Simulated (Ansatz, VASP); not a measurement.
# Two plane-wave programs on BaTiO3

```
CELL_PARAMETERS angstrom
3.79539 0.00000 0.00000
0.00000 2.70035 2.84801
0.00000 -2.70035 2.84801
ATOMIC_POSITIONS crystal
Ba 0.00000 0.00441 0.00441
Ti 0.50000 0.51358 0.51358
O 0.00000 0.49471 0.49471
O 0.50000 0.49543 0.98809
O 0.50000 0.98809 0.49543
```

Change from the starting cell: strain -0.050 along x and y, +0.000 along z, atoms carried along.

Alike in both runs: task single point; functional r2SCAN; k mesh 6 × 6 × 6; occupations gaussian, width 0.05 eV; no spin polarisation; Hubbard terms Ti d U = 4.0 eV.

|  | VASP | Ansatz |
| --- | --- | --- |
| version | VASP 6.6.1 | Ansatz 0.2.0 |
| potentials or method | VASP PAW PBE potentials, release 64 (Ba_sv, Ti_sv, O), cutoff 520 eV | scalar-relativistic, plane waves, PAW |
| valence electrons in the cell | 40 | 40 |

```tsv
	VASP	Ansatz	Ansatz less VASP
gap on the k mesh at the Fermi level (eV)	2.93	2.95	+0.021
least direct gap on the mesh (eV)	3.05	3.05	-0.008
pressure (GPa)	28.8	23.2	-5.60
traceless stress, the component that is largest in VASP (GPa)	-11.03	-10.52	+0.509
rms of the force components (eV/Å)	0.467	0.254	-0.2131
```

VASP's potentials were made for PBE, not for r2SCAN. The programs project onto different local orbitals, so the same U acts differently, and such runs can settle in different states. Atom by atom the forces differ by 0.220 eV/Å (rms over components).

Spin-orbit coupling is off throughout.
